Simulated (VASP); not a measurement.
# NbN (Fm-3m) in VASP: a series of runs

NbN is run at these levels: PBE; tasks: single point.

All numbers are computed with VASP 6.6.1; they aren't measurements. Logs are shortened: lines on timing, memory, paths and dates and some standing lists are left out, and cuts for length are marked.

### 1 The cell of the first run

It takes space group Fm-3m (No. 225, cubic). Conventional cell: a = 4.418 Å, b = 4.418 Å, c = 4.418 Å, α = 90.00°, β = 90.00°, γ = 90.00°. Within 2.9 Å of Nb (site symmetry m-3m) lie 6 N at 2.21 Å. N (site symmetry m-3m) has 6 Nb at 2.21 Å within 2.9 Å.

### 2 Single point, PBE (10.78 Å³/atom)

INCAR reads:

```
  PREC = Accurate
  ENCUT = 600
  EDIFF = 1E-6
  ISMEAR = -1
  SIGMA = 0.08
  LREAL = F
  LASPH = T
  NELM = 120
  ALGO = Normal
  ISIF = 2
  LWAVE = F
  LCHARG = F
  GGA = PE
  NBANDS = 16
  GGA_COMPAT = F
```

KPOINTS reads:

```
regular mesh
0
Gamma
  13 13 13
```

POSCAR reads:

```
NbN
1.0
    0.0000000000      2.2090335361      2.2090335361
    2.2090335361      0.0000000000      2.2090335361
    2.2090335361      2.2090335361      0.0000000000
Nb N
1 1
Direct
    0.5000000000      0.5000000000      0.5000000000
    0.0000000000      0.0000000000      0.0000000000
```

Potentials or basis: VASP PAW PBE potentials, release 64 (Nb_sv, N).

Started as:

```sh
> cat potpaw_PBE.64/Nb_sv/POTCAR potpaw_PBE.64/N/POTCAR > POTCAR
> mpirun -np 1 vasp_std > vasp.out
```

OUTCAR:

```text
PREC = Accurate
   ENCUT = 600
   EDIFF = 1E-6
   ISMEAR = -1
   LREAL = F
   LASPH = T
   NELM = 120
   ISIF = 2
   GGA = PE

 ion  position               nearest neighbor table
   1  0.500  0.500  0.500-   2 2.21   2 2.21   2 2.21   2 2.21   2 2.21   2 2.21
   2  0.000  0.000  0.000-   1 2.21   1 2.21   1 2.21   1 2.21   1 2.21   1 2.21

  LATTYP: Found a face centered cubic cell.
 ALAT       =     4.4180670722

  Lattice vectors:

 A1 = (   0.0000000000,   2.2090335361,   2.2090335361)
 A2 = (   2.2090335361,   0.0000000000,   2.2090335361)
 A3 = (   2.2090335361,   2.2090335361,   0.0000000000)

Analysis of symmetry for initial positions (statically):
=====================================================================
 Subroutine PRICEL returns:
 Original cell was already a primitive cell.

 Routine SETGRP: Setting up the symmetry group for a
 face centered cubic supercell.

 Subroutine GETGRP returns: Found 48 space group operations
 (whereof 48 operations were pure point group operations)
 out of a pool of 48 trial point group operations.

The static configuration has the point symmetry O_h .

Analysis of symmetry for dynamics (positions and initial velocities):
=====================================================================
 Subroutine PRICEL returns:
 Original cell was already a primitive cell.

 Routine SETGRP: Setting up the symmetry group for a
 face centered cubic supercell.

 Subroutine GETGRP returns: Found 48 space group operations
 (whereof 48 operations were pure point group operations)
 out of a pool of 48 trial point group operations.

The dynamic configuration has the point symmetry O_h .

 Subroutine INISYM returns: Found 48 space group operations
 (whereof 48 operations are pure point group operations),
 and found     1 'primitive' translations

----------------------------------------------------------------------------------------

                                     Primitive cell

  volume of cell :      21.5594

  direct lattice vectors                    reciprocal lattice vectors
     0.000000000  2.209033536  2.209033536    -0.226343327  0.226343327  0.226343327
     2.209033536  0.000000000  2.209033536     0.226343327 -0.226343327  0.226343327
     2.209033536  2.209033536  0.000000000     0.226343327  0.226343327 -0.226343327

  length of vectors
     3.124045186  3.124045186  3.124045186     0.392038142  0.392038142  0.392038142

  position of ions in fractional coordinates (direct lattice)
     0.500000000  0.500000000  0.500000000
     0.000000000  0.000000000  0.000000000

  ion indices of the primitive-cell ions
   primitive index   ion index
                 1           1
                 2           2

----------------------------------------------------------------------------------------

 KPOINTS: regular mesh

Automatic generation of k-mesh.
 Grid dimensions read from file:
 generate k-points for:   13   13   13

 Generating k-lattice:

  Cartesian coordinates                     Fractional coordinates (reciprocal lattice)
    -0.017411025  0.017411025  0.017411025     0.076923077  0.000000000  0.000000000
     0.017411025 -0.017411025  0.017411025     0.000000000  0.076923077  0.000000000
     0.017411025  0.017411025 -0.017411025     0.000000000  0.000000000  0.076923077

  Length of vectors
     0.030156780  0.030156780  0.030156780

  Shift w.r.t. Gamma in fractional coordinates (k-lattice)
     0.000000000  0.000000000  0.000000000

 Subroutine IBZKPT returns following result:
 ===========================================

 Found     84 irreducible k-points:

 Following reciprocal coordinates:
            Coordinates               Weight
  0.000000  0.000000  0.000000      1.000000
  0.076923  0.000000  0.000000      8.000000
  0.153846  0.000000  0.000000      8.000000
  0.230769  0.000000  0.000000      8.000000
  0.307692  0.000000  0.000000      8.000000
  0.384615  0.000000  0.000000      8.000000
[... 16 lines left out ...]
  0.384615  0.153846  0.000000     24.000000
  0.461538  0.153846  0.000000     24.000000
 [... further k-points ...]
   k-points           NKPTS =     84   k-points in BZ     NKDIM =     84   number of bands    NBANDS=     16
   number of dos      NEDOS =    301   number of ions     NIONS =      2
   total plane-waves  NPLWV =  21952
   dimension x,y,z NGX =    28 NGY =   28 NGZ =   28
   dimension x,y,z NGXF=    56 NGYF=   56 NGZF=   56
   ions per type =               1   1
   NGX,Y,Z   is equivalent  to a cutoff of  14.90, 14.90, 14.90 a.u.
   NGXF,Y,Z  is equivalent  to a cutoff of  29.80, 29.80, 29.80 a.u.
 SYSTEM =  unknown system
   PREC   = accura    normal or accurate (medium, high low for compatibility)
   ISTART =      0    job   : 0-new  1-cont  2-samecut
   ICHARG =      2    charge: 1-file 2-atom 10-const
   ISPIN  =      1    spin polarized calculation?
   LNONCOLLINEAR =      F non collinear calculations
   LSORBIT =      F    spin-orbit coupling
   LASPH  =      T    aspherical Exc in radial PAW
   ENCUT  =  600.0 eV  44.10 Ry    6.64 a.u.   6.24  6.24  6.24*2*pi/ulx,y,z
   NELM   =    120;   NELMIN=  2; NELMDL= -5     # of ELM steps
   EDIFF  = 0.1E-05   stopping-criterion for ELM
   LREAL  =      F    real-space projection
   EDIFFG = 0.1E-04   stopping-criterion for IOM
   NSW    =      0    number of steps for IOM
   IBRION =     -1    ionic relax: 0-MD 1-quasi-New 2-CG
   NFREE  =      0    steps in history (QN), initial steepest desc. (CG)
   ISIF   =      2    stress and relaxation
   ISYM   =      2    0-nonsym 1-usesym 2-fastsym
   POTIM  = 0.5000    time-step for ionic-motion
   TEBEG  =    0.0;   TEEND  =   0.0 temperature during run
   PSTRESS=    0.0 pullay stress
   NELECT =      18.0000    total number of electrons
   NUPDOWN=      -1.0000    fix difference up-down
   EMIN   =  10.00;   EMAX   =-10.00  energy-range for DOS
   EFERMI =   0.00;   METHOD = LEGACY
   ISMEAR =    -1;   SIGMA  =   0.08  broadening in eV -4-tet -1-fermi 0-gaus
   EFERMI_NEDOS =   21; number of points for ismear=-14 and -15
   IALGO  =     38    algorithm
   IMIX   =      4    mixing-type and parameters
     AMIX     =   0.40;   BMIX     =  1.00
     AMIX_MAG =   1.60;   BMIX_MAG =  1.00
  volume/ion in A,a.u.               =      10.78        72.75
  Fermi-wavevector in a.u.,A,eV,Ry     =   1.541535  2.913079 32.331930  2.376330
  Thomas-Fermi vector in A             =   2.647467
   LORBIT       =      0    0 simple, 1 ext, 2 COOP (PROOUT), +10 PAW based schemes
   GGA     = PE    functional components
   LHFCALC =     F    Hartree Fock is set to
   AEXX    =    0.0000 exact exchange contribution
   IVDW    =     0    specifies the selected vdW correction
   LEPSILON=     F    determine dielectric tensor
   LRPA    =     F    only Hartree local field effects (RPA)
 non-spin polarized calculation
  energy-cutoff  :      600.00
  volume of cell :       21.56
 maximum number of plane-waves:       736
 NGX is ok and might be reduce to    28
   NGX = 13   NGY = 13   NGZ = 13

 number of electron      18.0000000 magnetization

 Free energy of the ion-electron system (eV)
  ---------------------------------------------------
  ext. energy  EPLUGINS =         0.00000000
  ---------------------------------------------------
  free energy    TOTEN  =       -20.55101838 eV

  energy without entropy =      -20.53294297  energy(sigma->0) =      -20.54198068

 E-fermi :  13.7367     XC(G=0): -13.2855

 val. band max:       13.7228639809   @ k =  -0.3077   0.0769   0.0000
 cond. band min:      13.7641203344   @ k =   0.3077   0.0000   0.0000
 fundamental gap:      0.0412563534
 Fermi energy:        13.7367355045

 k-point     1 :       0.0000    0.0000    0.0000
  band No.  band energies     occupation
      1     -42.6927      2.00000
      2     -18.3611      2.00000
      3     -18.3611      2.00000
      4     -18.3611      2.00000
      5      -3.7861      2.00000
      6      10.4407      2.00000
[... 8 lines left out ...]
     15      23.1615      0.00000
     16      36.1228      0.00000

 k-point     2 :       0.0769    0.0000    0.0000
  band No.  band energies     occupation
      1     -42.6855      2.00000
      2     -18.4227      2.00000
      3     -18.3662      2.00000
      4     -18.3662      2.00000
      5      -3.6611      2.00000
      6       9.7770      2.00000
[... 8 lines left out ...]
     15      23.5397      0.00000
     16      34.8967      0.00000

 k-point     3 :       0.1538    0.0000    0.0000
  band No.  band energies     occupation
      1     -42.6657      2.00000
      2     -18.5900      2.00000
      3     -18.3804      2.00000
      4     -18.3804      2.00000
      5      -3.3102      2.00000
      6       8.5716      2.00000
[... 8 lines left out ...]
     15      24.5119      0.00000
     16      32.9127      0.00000

 k-point     4 :       0.2308    0.0000    0.0000
  band No.  band energies     occupation
      1     -42.6377      2.00000
      2     -18.8180      2.00000
      3     -18.4002      2.00000
      4     -18.4002      2.00000
      5      -2.7989      2.00000
      6       7.3105      2.00000
[... 8 lines left out ...]
     15      25.5212      0.00000
     16      31.4337      0.00000
[... 324 lines left out ...]
 k-point    22 :       0.3077    0.1538    0.0000
  band No.  band energies     occupation
      1     -42.6093      2.00000
      2     -18.9071      2.00000
      3     -18.4891      2.00000
      4     -18.4773      2.00000
      5      -2.5705      2.00000
      6       6.4278      2.00000
[... 8 lines left out ...]
     15      26.4719      0.00000
     16      29.3492      0.00000

 k-point    23 :       0.3846    0.1538    0.0000
  band No.  band energies     occupation
      1     -42.5833      2.00000
      2     -19.0872      2.00000
      3     -18.5137      2.00000
      4     -18.5045      2.00000
      5      -2.1827      2.00000
      6       5.9676      2.00000
[... 8 lines left out ...]
     15      26.0163      0.00000
     16      28.0776      0.00000

 k-point    24 :       0.4615    0.1538    0.0000
  band No.  band energies     occupation
      1     -42.5638      2.00000
      2     -19.2165      2.00000
      3     -18.5543      2.00000
      4     -18.5053      2.00000
      5      -1.8622      2.00000
      6       5.5712      2.00000
[... 8 lines left out ...]
     15      25.6621      0.00000
     16      27.1653      0.00000

 [... further k-points ...]

------------------------ aborting loop because EDIFF is reached ----------------------------------------

  FORCE on cell =-STRESS in cart. coord.  units (eV):
  Direction    XX          YY          ZZ          XY          YZ          ZX
  --------------------------------------------------------------------------------------
  -------------------------------------------------------------------------------------
  Total        0.0022093      0.0022093      0.0022093     -0.0000000      0.0000000     -0.0000000
  in kB        0.1641847      0.1641847      0.1641847     -0.0000000      0.0000000     -0.0000000
  external PRESSURE =       0.1641847 kB  Pullay stress =       0.0000000 kB

 VOLUME and BASIS-vectors are now :
 -----------------------------------------------------------------------------
  energy-cutoff  :      600.00
  volume of cell :       21.56
      direct lattice vectors                 reciprocal lattice vectors
     0.000000000  2.209033536  2.209033536    -0.226343327  0.226343327  0.226343327
     2.209033536  0.000000000  2.209033536     0.226343327 -0.226343327  0.226343327
     2.209033536  2.209033536  0.000000000     0.226343327  0.226343327 -0.226343327

 POSITION                                       TOTAL-FORCE (eV/Angst)
 -----------------------------------------------------------------------------------
      2.20903      2.20903      2.20903        -0.000000      0.000000      0.000000
      0.00000      0.00000      0.00000         0.000000     -0.000000     -0.000000
 -----------------------------------------------------------------------------------
    total drift:                                0.000000      0.000000      0.000000

  FREE ENERGIE OF THE ION-ELECTRON SYSTEM (eV)
  ---------------------------------------------------
  free  energy   TOTEN  =       -20.5510183831 eV

  energy  without entropy=      -20.5329429693  energy(sigma->0) =      -20.54198068
```

Run time: 26 s. Hardware: 1 thread of Intel Xeon Platinum 8375C at 2.90GHz (Ice Lake), shared host; peak memory 0.18 GiB.

What came out:

| Quantity | Value |
| --- | --- |
| Free energy | -20.5510 eV |
| Pressure | 0.0 GPa |
| Band gap on the k mesh | zero (bands 9 and 10 overlap by 3.33 eV) |

### 3 Single point, PBE (10.99 Å³/atom)

This run uses another cell than the first one, of 10.99 Å³/atom.

INCAR reads:

```
SYSTEM = NbN
PREC = Accurate
ENCUT = 600
EDIFF = 1E-6
ISMEAR = -1
SIGMA = 0.08
LREAL = .FALSE.
LASPH = .TRUE.
NELM = 120
ALGO = Normal
ISIF = 2
LWAVE = .FALSE.
LCHARG = .FALSE.
GGA = PE
NBANDS = 16
GGA_COMPAT = .FALSE.
```

KPOINTS reads:

```
regular mesh
0
G
  13 13 13
  0 0 0
```

POSCAR reads:

```
NbN
1.0
    0.0000000000      2.2233783117      2.2233783117
    2.2233783117      0.0000000000      2.2233783117
    2.2233783117      2.2233783117      0.0000000000
Nb N
1 1
Direct
    0.5000000000      0.5000000000      0.5000000000
    0.0000000000      0.0000000000      0.0000000000
```

Potentials or basis: VASP PAW PBE potentials, release 64 (Nb_sv, N).

Started as:

```sh
> cat potpaw_PBE.64/Nb_sv/POTCAR potpaw_PBE.64/N/POTCAR > POTCAR
> mpirun -np 1 vasp_std > vasp.out
```

It took 27 s on 1 thread of Intel Xeon Platinum 8375C at 2.90GHz (Ice Lake), shared host; peak memory 0.18 GiB.

Results (log left out):

```yaml
Free_energy: -20.5441 eV
Pressure: -5.7 GPa
Band_gap_on_the_k_mesh: zero (bands 9 and 10 overlap by 3.24 eV)
```

Levels at points of the mesh, in eV from the Fermi level:
```csv
k point,band 5,band 6,band 7,band 8,band 9,band 10,band 11,band 12,band 13,band 14
"(0.00, 0.00, 0.00)",-17.39,-3.24,-3.24,-3.24,-1.92,-1.92,-1.92,-0.15,-0.15,2.90
```

Caveat: the cell stands under tension.

The gap in the log of VASP goes by the Fermi energy; the results here count the filled bands.